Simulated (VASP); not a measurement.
# Ti (P6/mmm) in VASP: single point with PBEsol

Aim: the single point of Ti with PBEsol.

All numbers are computed with VASP 6.6.1; they aren't measurements. Logs are shortened: lines on timing, memory, paths and dates and some standing lists are left out, and cuts for length are marked.

## 1. The cell of the first run

Symmetry: P6/mmm, No. 191, hexagonal system. The conventional cell has a = 4.600 Å, b = 4.600 Å, c = 2.820 Å, α = 90.00°, β = 90.00°, γ = 120.00°. Within 3.7 Å of Ti (site symmetry 6/mmm) lie 14 Ti at 2.82 to 3.01 Å. Ti (site symmetry -6m2) has 11 Ti at 2.66 to 3.01 Å within 3.5 Å.

## 2. Single point, PBEsol

INCAR

```
PREC = Accurate
ENCUT = 520
EDIFF = 1E-6
ISMEAR = 0
SIGMA = 0.1
LREAL = False
LASPH = True
NELM = 100
ALGO = Normal
ISIF = 2
LWAVE = False
LCHARG = True
GGA = PS
LELF = True
LVHAR = True
NBANDS = 25
```

KPOINTS

```
regular mesh
0
Gamma
  6 6 8
```

POSCAR

```
Ti
1.0
    4.6000000000      0.0000000000      0.0000000000
   -2.3000000000      3.9837170000      0.0000000000
    0.0000000000      0.0000000000      2.8200000000
Ti
3
Direct
    0.0000000000      0.0000000000      0.0000000000
    0.3333330000      0.6666670000      0.5000000000
    0.6666670000      0.3333330000      0.5000000000
```

Potentials or basis: VASP PAW PBE potentials, release 64 (Ti_sv).

The run is started by

```sh
$ cat potpaw_PBE.64/Ti_sv/POTCAR > POTCAR
$ mpirun -np 1 vasp_std > vasp.out
```

OUTCAR:

```text
PREC = Accurate
   ENCUT = 520
   EDIFF = 1E-6
   ISMEAR = 0
   LREAL = False
   LASPH = True
   NELM = 100
   ISIF = 2
   GGA = PS

 ion  position               nearest neighbor table
   1  0.000  0.000  0.000-
   2  0.333  0.667  0.500-   3 2.66   3 2.66   3 2.66
   3  0.667  0.333  0.500-   2 2.66   2 2.66   2 2.66

  LATTYP: Found a hexagonal cell.
 ALAT       =     4.6000000000
 C/A-ratio  =     0.6130434783

  Lattice vectors:

 A1 = (   4.6000000000,   0.0000000000,   0.0000000000)
 A2 = (  -2.3000000000,   3.9837170000,   0.0000000000)
 A3 = (   0.0000000000,   0.0000000000,   2.8200000000)

Analysis of symmetry for initial positions (statically):
=====================================================================
 Subroutine PRICEL returns:
 Original cell was already a primitive cell.

 Routine SETGRP: Setting up the symmetry group for a
 hexagonal supercell.

 Subroutine GETGRP returns: Found 24 space group operations
 (whereof 24 operations were pure point group operations)
 out of a pool of 24 trial point group operations.

The static configuration has the point symmetry D_6h.

Analysis of symmetry for dynamics (positions and initial velocities):
=====================================================================
 Subroutine PRICEL returns:
 Original cell was already a primitive cell.

 Routine SETGRP: Setting up the symmetry group for a
 hexagonal supercell.

 Subroutine GETGRP returns: Found 24 space group operations
 (whereof 24 operations were pure point group operations)
 out of a pool of 24 trial point group operations.

The dynamic configuration has the point symmetry D_6h.

 Subroutine INISYM returns: Found 24 space group operations
 (whereof 24 operations are pure point group operations),
 and found     1 'primitive' translations

----------------------------------------------------------------------------------------

                                     Primitive cell

  volume of cell :      51.6768

  direct lattice vectors                    reciprocal lattice vectors
     4.600000000  0.000000000  0.000000000     0.217391304  0.125510924  0.000000000
    -2.300000000  3.983717000  0.000000000     0.000000000  0.251021847  0.000000000
     0.000000000  0.000000000  2.820000000     0.000000000  0.000000000  0.354609929

  length of vectors
[... 76 lines left out ...]
   ISTART =      0    job   : 0-new  1-cont  2-samecut
   ICHARG =      2    charge: 1-file 2-atom 10-const
   ISPIN  =      1    spin polarized calculation?
   LNONCOLLINEAR =      F non collinear calculations
   LSORBIT =      F    spin-orbit coupling
   LASPH  =      T    aspherical Exc in radial PAW
   ENCUT  =  520.0 eV  38.22 Ry    6.18 a.u.   8.55  8.55  5.24*2*pi/ulx,y,z
   NELM   =    100;   NELMIN=  2; NELMDL= -5     # of ELM steps
   EDIFF  = 0.1E-05   stopping-criterion for ELM
   LREAL  =      F    real-space projection
   EDIFFG = 0.1E-04   stopping-criterion for IOM
   NSW    =      0    number of steps for IOM
   IBRION =     -1    ionic relax: 0-MD 1-quasi-New 2-CG
   NFREE  =      0    steps in history (QN), initial steepest desc. (CG)
   ISIF   =      2    stress and relaxation
   ISYM   =      2    0-nonsym 1-usesym 2-fastsym
   POTIM  = 0.5000    time-step for ionic-motion
   TEBEG  =    0.0;   TEEND  =   0.0 temperature during run
   PSTRESS=    0.0 pullay stress
   NELECT =      36.0000    total number of electrons
   NUPDOWN=      -1.0000    fix difference up-down
   EMIN   =  10.00;   EMAX   =-10.00  energy-range for DOS
   EFERMI =   0.00;   METHOD = LEGACY
   ISMEAR =     0;   SIGMA  =   0.10  broadening in eV -4-tet -1-fermi 0-gaus
   EFERMI_NEDOS =   21; number of points for ismear=-14 and -15
   IALGO  =     38    algorithm
   IMIX   =      4    mixing-type and parameters
     AMIX     =   0.40;   BMIX     =  1.00
     AMIX_MAG =   1.60;   BMIX_MAG =  1.00
  volume/ion in A,a.u.               =      17.23       116.24
  Fermi-wavevector in a.u.,A,eV,Ry     =   1.451255  2.742475 28.655806  2.106142
  Thomas-Fermi vector in A             =   2.568774
   LORBIT       =      0    0 simple, 1 ext, 2 COOP (PROOUT), +10 PAW based schemes
   GGA     = PS    functional components
   LHFCALC =     F    Hartree Fock is set to
   AEXX    =    0.0000 exact exchange contribution
   IVDW    =     0    specifies the selected vdW correction
   LEPSILON=     F    determine dielectric tensor
   LRPA    =     F    only Hartree local field effects (RPA)
 non-spin polarized calculation
 Gauss-broadening in eV      SIGMA  =   0.10
  energy-cutoff  :      520.00
  volume of cell :       51.68
 maximum number of plane-waves:      1424
 NGX is ok and might be reduce to    36
   NGX = 17   NGY = 17   NGZ = 11

 number of electron      35.9999981 magnetization

 Free energy of the ion-electron system (eV)
  ---------------------------------------------------
  ext. energy  EPLUGINS =         0.00000000
  ---------------------------------------------------
  free energy    TOTEN  =       -25.01830870 eV

  energy without entropy =      -25.00502363  energy(sigma->0) =      -25.01166617

 E-fermi :   8.1695     XC(G=0): -11.6758

 val. band max:        8.1384076377   @ k =   0.3333   0.3333   0.2500
 cond. band min:       8.2183434441   @ k =   0.5000  -0.0000   0.0000
 fundamental gap:      0.0799358064
 Fermi energy:         8.1694853292

 k-point     1 :       0.0000    0.0000    0.0000
  band No.  band energies     occupation
      1     -48.4898      2.00000
      2     -48.2334      2.00000
      3     -48.0758      2.00000
      4     -24.9004      2.00000
      5     -24.9004      2.00000
      6     -24.7873      2.00000
[... 661 lines left out ...]
     24      10.9395      0.00000
     25      11.0254      0.00000

 [... further k-points ...]
[... 5 lines left out ...]
  --------------------------------------------------------------------------------------
  -------------------------------------------------------------------------------------
  Total       -1.7823562     -1.7823563     -1.2756861      0.0000000      0.0000000      0.0000000
  in kB      -55.2598440    -55.2598480    -39.5511367      0.0000000      0.0000000      0.0000000
  external PRESSURE =     -50.0236096 kB  Pullay stress =       0.0000000 kB

 VOLUME and BASIS-vectors are now :
 -----------------------------------------------------------------------------
  energy-cutoff  :      520.00
  volume of cell :       51.68
      direct lattice vectors                 reciprocal lattice vectors
     4.600000000  0.000000000  0.000000000     0.217391304  0.125510924  0.000000000
    -2.300000000  3.983717000  0.000000000     0.000000000  0.251021847  0.000000000
     0.000000000  0.000000000  2.820000000     0.000000000  0.000000000  0.354609929

 POSITION                                       TOTAL-FORCE (eV/Angst)
 -----------------------------------------------------------------------------------
      0.00000      0.00000      0.00000        -0.000000      0.000000      0.000000
     -0.00000      2.65581      1.41000         0.000000     -0.000000      0.000000
      2.30000      1.32790      1.41000        -0.000000      0.000000      0.000000
 -----------------------------------------------------------------------------------
    total drift:                                0.000000      0.000000      0.000000

  FREE ENERGIE OF THE ION-ELECTRON SYSTEM (eV)
  ---------------------------------------------------
  free  energy   TOTEN  =       -25.0183087032 eV

  energy  without entropy=      -25.0050236348  energy(sigma->0) =      -25.01166617
```

stdout:

```text
POSCAR found type information on POSCAR Ti
 POSCAR found :  1 types and       3 ions
 scaLAPACK will be used
 -----------------------------------------------------------------------------
|                                                                             |
|                                                                             |
|     You enforced a specific xc type in the INCAR file but a different       |
|     I HOPE YOU KNOW WHAT YOU ARE DOING!                                     |
|                                                                             |
 -----------------------------------------------------------------------------

 LDA part: xc-table for (Slater+PW92), standard interpolation
 POSCAR, INCAR and KPOINTS ok, starting setup
 FFT: planning ... GRIDC
 FFT: planning ... GRID_SOFT
 FFT: planning ... GRID
 WAVECAR not read
 entering main loop
```

Wall time 20 s (1 thread of Intel Xeon 6975P-C (Granite Rapids), shared host); peak memory 0.19 GiB.

What came out:

| Item | Value |
| --- | --- |
| Free energy | -25.0183 eV |
| Pressure | -5.0 GPa |
| Band gap on the k mesh | zero (band 18 reaches 8.24 eV, above the bottom of band 19 at 8.09 eV) |

Caveat: the PAW data sets were made with another functional, which shifts forces and pressure a little.
